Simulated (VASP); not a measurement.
# ZnS (Sphalerite) in VASP: further runs, part 2 of 2

VASP 6.6.1. The steps go on from the part before.

## (4) Single point, PBE (z stretched by -2 %, then relaxed in part)

INCAR

```
SYSTEM = ZnS
ALGO = Normal ; EDIFF = 1E-6
ENCUT = 520 ; GGA = PE
ISIF = 2 ; ISMEAR = -1
LASPH = .TRUE. ; LCHARG = .FALSE.
LREAL = .FALSE. ; LWAVE = .FALSE.
NBANDS = 16 ; NELM = 60
PREC = Accurate ; SIGMA = 0.02
```

KPOINTS

```
k-points
0
G
  14 14 14
  0 0 0
```

POSCAR

```
ZnS
1.0
    0.0000000000      2.7072500000      2.6531050000
    2.7072500000      0.0000000000      2.6531050000
    2.7072500000      2.7072500000      0.0000000000
Zn S
1 1
Direct
    0.0000000000      0.0000000000      0.0000000000
    0.2500000000      0.2500000000      0.2500000000
```

Potentials or basis: VASP PAW PBE potentials, release 64 (Zn, S).

The run is started by

```bash
$ cat potpaw_PBE.64/Zn/POTCAR potpaw_PBE.64/S/POTCAR > POTCAR
$ mpirun -np 1 vasp_std > vasp.out
```

OUTCAR:

```text
SYSTEM = ZnS
   EDIFF = 1E-6
   ENCUT = 520
   GGA = PE
   ISIF = 2
   ISMEAR = -1
   LASPH = .TRUE.
   LREAL = .FALSE.
   NELM = 60
   PREC = Accurate

 ion  position               nearest neighbor table
   1  0.000  0.000  0.000-   2 2.33   2 2.33   2 2.33   2 2.33
   2  0.250  0.250  0.250-   1 2.33   1 2.33   1 2.33   1 2.33

  LATTYP: Found a body centered tetragonal cell.
 ALAT       =     3.8286296667
 C/A-ratio  =     1.3859292911

  Lattice vectors:

 A1 = (   0.0000000000,  -2.7072500000,  -2.6531050000)
 A2 = (   0.0000000000,   2.7072500000,  -2.6531050000)
 A3 = (   2.7072500000,   0.0000000000,   2.6531050000)

Analysis of symmetry for initial positions (statically):
=====================================================================
 Subroutine PRICEL returns:
 Original cell was already a primitive cell.

 Routine SETGRP: Setting up the symmetry group for a
 body centered tetragonal supercell.

 Subroutine GETGRP returns: Found  8 space group operations
 (whereof  8 operations were pure point group operations)
 out of a pool of 16 trial point group operations.

The static configuration has the point symmetry D_2d.

Analysis of symmetry for dynamics (positions and initial velocities):
=====================================================================
 Subroutine PRICEL returns:
 Original cell was already a primitive cell.

 Routine SETGRP: Setting up the symmetry group for a
 body centered tetragonal supercell.

 Subroutine GETGRP returns: Found  8 space group operations
 (whereof  8 operations were pure point group operations)
 out of a pool of 16 trial point group operations.

The dynamic configuration has the point symmetry D_2d.

 Subroutine INISYM returns: Found  8 space group operations
 (whereof  8 operations are pure point group operations),
 and found     1 'primitive' translations

----------------------------------------------------------------------------------------

                                     Primitive cell

[... 104 lines left out ...]
   EFERMI =   0.00;   METHOD = LEGACY
   ISMEAR =    -1;   SIGMA  =   0.02  broadening in eV -4-tet -1-fermi 0-gaus
   EFERMI_NEDOS =   21; number of points for ismear=-14 and -15
   IALGO  =     38    algorithm
   IMIX   =      4    mixing-type and parameters
     AMIX     =   0.40;   BMIX     =  1.00
     AMIX_MAG =   1.60;   BMIX_MAG =  1.00
  volume/ion in A,a.u.               =      19.45       131.22
  Fermi-wavevector in a.u.,A,eV,Ry     =   1.266345  2.393045 21.818697  1.603629
  Thomas-Fermi vector in A             =   2.399550
   LORBIT       =      0    0 simple, 1 ext, 2 COOP (PROOUT), +10 PAW based schemes
   GGA     = PE    functional components
   LHFCALC =     F    Hartree Fock is set to
   AEXX    =    0.0000 exact exchange contribution
   IVDW    =     0    specifies the selected vdW correction
   LEPSILON=     F    determine dielectric tensor
   LRPA    =     F    only Hartree local field effects (RPA)
 non-spin polarized calculation
  energy-cutoff  :      520.00
  volume of cell :       38.89
 maximum number of plane-waves:      1062
   NGX = 15   NGY = 15   NGZ = 15

 number of electron      18.0000013 magnetization

 Free energy of the ion-electron system (eV)
  ---------------------------------------------------
  ext. energy  EPLUGINS =         0.00000000
  ---------------------------------------------------
  free energy    TOTEN  =        -6.83785080 eV

  energy without entropy =       -6.83785080  energy(sigma->0) =       -6.83785080

 E-fermi :   2.7092     XC(G=0):  -9.6987

 val. band max:        2.2867072341   @ k =   0.0000   0.0000   0.0000
 cond. band min:       4.4176774689   @ k =   0.0000   0.0000   0.0000
 fundamental gap:      2.1309702349
 Fermi energy:         2.7091842241

 k-point     1 :       0.0000    0.0000    0.0000
  band No.  band energies     occupation
      1     -10.9991      2.00000
      2      -4.1588      2.00000
      3      -4.1588      2.00000
      4      -4.1469      2.00000
      5      -3.6432      2.00000
      6      -3.6370      2.00000
[... 433 lines left out ...]
      3      -4.0481      2.00000
      4      -4.0412      2.00000
      5      -3.6622      2.00000
      6      -3.6118      2.00000
[... 8 lines left out ...]
     15      14.3568      0.00000
     16      16.0818      0.00000

 [... further k-points ...]
[... 5 lines left out ...]
  --------------------------------------------------------------------------------------
  -------------------------------------------------------------------------------------
  Total        0.6411902      0.6411902      0.8268358      0.0000000      0.0000000      0.0000000
  in kB       26.4153475     26.4153475     34.0634560      0.0000000      0.0000000      0.0000000
  external PRESSURE =      28.9647170 kB  Pullay stress =       0.0000000 kB

 VOLUME and BASIS-vectors are now :
 -----------------------------------------------------------------------------
  energy-cutoff  :      520.00
  volume of cell :       38.89
      direct lattice vectors                 reciprocal lattice vectors
     0.000000000  2.707250000  2.653105000    -0.184689260  0.184689260  0.188458429
     2.707250000  0.000000000  2.653105000     0.184689260 -0.184689260  0.188458429
     2.707250000  2.707250000  0.000000000     0.184689260  0.184689260 -0.188458429

 POSITION                                       TOTAL-FORCE (eV/Angst)
 -----------------------------------------------------------------------------------
      0.00000      0.00000      0.00000         0.000000      0.000000      0.000000
      1.35363      1.35363      1.32655        -0.000000     -0.000000     -0.000000
 -----------------------------------------------------------------------------------
    total drift:                                0.000001      0.000001      0.000001

  FREE ENERGIE OF THE ION-ELECTRON SYSTEM (eV)
  ---------------------------------------------------
  free  energy   TOTEN  =        -6.8378508020 eV

  energy  without entropy=       -6.8378508020  energy(sigma->0) =       -6.83785080
```

OSZICAR:

```text
N       E                     dE             d eps       ncg     rms          rms(c)
DAV:   1     0.890766797999E+02    0.89077E+02   -0.89388E+03  7816   0.135E+03
DAV:   2    -0.154234355103E+01   -0.90619E+02   -0.84581E+02  8920   0.260E+02
DAV:   3    -0.720711033940E+01   -0.56648E+01   -0.56417E+01  9688   0.636E+01
DAV:   4    -0.726528584248E+01   -0.58176E-01   -0.58162E-01  9696   0.673E+00
DAV:   5    -0.726595975503E+01   -0.67391E-03   -0.67390E-03  9968   0.689E-01    0.707E+00
DAV:   6    -0.685900634461E+01    0.40695E+00   -0.73595E-01 11808   0.303E+01    0.551E+00
DAV:   7    -0.683819885670E+01    0.20807E-01   -0.25574E-01  9624   0.459E+00    0.278E+00
DAV:   8    -0.683746698205E+01    0.73187E-03   -0.52242E-03 10248   0.919E-01    0.729E-01
DAV:   9    -0.683769113319E+01   -0.22415E-03   -0.12870E-03  9856   0.284E-01    0.960E-02
DAV:  10    -0.683785929748E+01   -0.16816E-03   -0.23295E-04  9864   0.117E-01    0.405E-02
DAV:  11    -0.683785043158E+01    0.88659E-05   -0.28787E-05  9280   0.505E-02    0.800E-03
DAV:  12    -0.683785080197E+01   -0.37040E-06   -0.30835E-06 10464   0.158E-02
   1 F= -.68378508E+01 E0= -.68378508E+01  d E =-.315784E-12
```

stdout:

```text
POSCAR found type information on POSCAR ZnS
 POSCAR found :  2 types and       2 ions
 scaLAPACK will be used
 LDA part: xc-table for (Slater+PW92), standard interpolation
 POSCAR, INCAR and KPOINTS ok, starting setup
 FFT: planning ... GRIDC
 FFT: planning ... GRID_SOFT
 FFT: planning ... GRID
 WAVECAR not read
 entering main loop
```

It took 2.9 min on 1 thread of AMD EPYC 7R13, shared host; peak memory 0.24 GiB.

Results:

| Property | Result |
| --- | --- |
| Free energy | -6.8379 eV |
| Pressure | 2.9 GPa |
| Band gap on the k mesh | 2.13 eV, direct |

Stress tensor (GPa, compression positive):
```
2.64 0.00 0.00
0.00 2.64 0.00
0.00 0.00 3.41
```

Levels at points of the mesh, in eV from the valence-band top:
```
           k point  band 7  band 8  band 9  band 10  band 11  band 12
(0.00, 0.00, 0.00)   -0.07   -0.07    0.00     2.13     6.34     6.34
(0.50, 0.00, 0.00)   -5.43   -0.99   -0.88     3.29     6.79     6.97
(0.50, 0.50, 0.00)   -4.58   -2.39   -2.39     3.26     3.90    11.19
(0.50, 0.00, 0.50)   -4.70   -2.30   -2.26     3.36     4.10    10.96
```

Caveat: the cell differs from its parent crystal (z stretched by -2 %, then relaxed in part).

## (5) Single point, PBE (z stretched by -1 %, then relaxed in part)

INCAR

```
ALGO = Normal
EDIFF = 1E-6
ENCUT = 520
GGA = PE
ISIF = 2
ISMEAR = -1
LASPH = True
LCHARG = False
LREAL = False
LWAVE = False
NBANDS = 16
NELM = 60
PREC = Accurate
SIGMA = 0.02
```

KPOINTS

```
k-points
0
Gamma
  14 14 14
```

POSCAR

```
ZnS
1.0
    0.0000000000      2.7072500000      2.6801775000
    2.7072500000      0.0000000000      2.6801775000
    2.7072500000      2.7072500000      0.0000000000
Zn S
1 1
Direct
    0.0000000000      0.0000000000      0.0000000000
    0.2500000000      0.2500000000      0.2500000000
```

The run is started by

```bash
$ cat potpaw_PBE.64/Zn/POTCAR potpaw_PBE.64/S/POTCAR > POTCAR
$ mpirun -np 1 vasp_std > vasp.out
```

Run time: 3.1 min. Hardware: 1 thread of AMD EPYC 7R13, shared host; peak memory 0.24 GiB.

It converged, with:

| Quantity | Value |
| --- | --- |
| Free energy | -6.8450 eV |
| Pressure | 2.1 GPa |
| Band gap on the k mesh | 2.11 eV, direct |

Stress tensor (GPa, compression positive):
```
1.96 0.00 0.00
0.00 1.96 0.00
0.00 0.00 2.35
```

Levels at points of the mesh, in eV from the valence-band top:
| k point | band 7 | band 8 | band 9 | band 10 | band 11 | band 12 |
| --- | --- | --- | --- | --- | --- | --- |
| (0.00, 0.00, 0.00) | -0.03 | -0.03 | 0.00 | 2.11 | 6.37 | 6.37 |
| (0.50, 0.00, 0.00) | -5.34 | -0.92 | -0.87 | 3.29 | 6.86 | 6.95 |
| (0.50, 0.50, 0.00) | -4.56 | -2.29 | -2.29 | 3.34 | 3.99 | 11.06 |
| (0.50, 0.00, 0.50) | -4.62 | -2.25 | -2.23 | 3.39 | 4.08 | 10.95 |

Caveat: the cell differs from its parent crystal (z stretched by -1 %, then relaxed in part).

## (6) Summary

| cell | gap on the mesh (eV) | pressure (GPa) |
| --- | --- | --- |
| a = 3.904 Å, angles 60.0°, 2 atoms | 1.84 | -2.5 |
| a = 3.772, b = 3.772, c = 3.829 Å, angles 59.5, 59.5, 61.0°, 2 atoms | 2.15 | 3.7 |
| a = 3.791, b = 3.791, c = 3.829 Å, angles 59.7, 59.7, 60.7°, 2 atoms | 2.13 | 2.9 |
| a = 3.810, b = 3.810, c = 3.829 Å, angles 59.8, 59.8, 60.3°, 2 atoms | 2.11 | 2.1 |

Alike in all rows: task single point; level PBE; potentials or basis VASP PAW PBE potentials, release 64 (Zn, S); no spin polarisation; k mesh 14 × 14 × 14; cutoff (eV) 520; smearing fermi-dirac 0.02 eV.

Total energies depend on the potentials used, so only differences within one code and one set of settings carry meaning.
